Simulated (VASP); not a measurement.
## TiCo: single point with PBE

Crystal: TiCo.

```
CELL_PARAMETERS angstrom
0.00000 2.42608 2.42608
2.42608 0.00000 2.42608
2.42608 2.42608 0.00000
ATOMIC_POSITIONS crystal
Ti 0.50000 0.50000 0.50000
Co 0.00000 0.00000 0.00000
```

The cell was built from a structure type or drawn by symmetry, and may not be a known phase.

```json
{"Program": "VASP 6.6.1", "Task": "single point", "Functional": "PBE", "Potentials or basis": "VASP PAW PBE potentials, release 64 (Ti_sv, Co)", "Cutoff": "520 eV", "k mesh": "20 × 20 × 20", "Occupations": "gaussian, width 0.1 eV", "Spin": "no spin polarisation", "Dipole correction": "no", "Further INCAR settings": "ALGO = Normal; EDIFF = 1e-07; NBANDS = 18"}
```

```json
{
  "Pressure": "-0.3 GPa",
  "Band gap on the k mesh": "zero (an odd number of electrons rules out a gap without spin polarisation)"
}
```

Levels at points of the mesh, in eV from the Fermi level:
| k point | band 6 | band 7 | band 8 | band 9 | band 10 | band 11 | band 12 | band 13 | band 14 | band 15 |
| --- | --- | --- | --- | --- | --- | --- | --- | --- | --- | --- |
| (0.00, 0.00, 0.00) | -2.74 | -2.74 | -2.53 | -2.53 | -2.53 | 2.34 | 2.34 | 2.34 | 3.55 | 3.55 |
| (0.50, 0.00, 0.00) | -3.03 | -1.46 | -1.46 | -0.86 | -0.86 | 0.00 | 0.00 | 0.38 | 2.03 | 2.03 |
| (0.50, 0.50, 0.00) | -3.04 | -2.19 | -1.73 | -0.72 | -0.72 | -0.51 | 2.13 | 2.39 | 2.39 | 3.64 |

Run time: 2.4 min on 1 thread of AMD EPYC 9R45 96-Core Processor (Zen 5), with other jobs on the host, peak memory 0.23 GiB.

Caveat: the run has no spin polarisation, though such a crystal can be magnetic. Spin polarisation is off, so any magnetic state and its effect on volume and gap are missing.
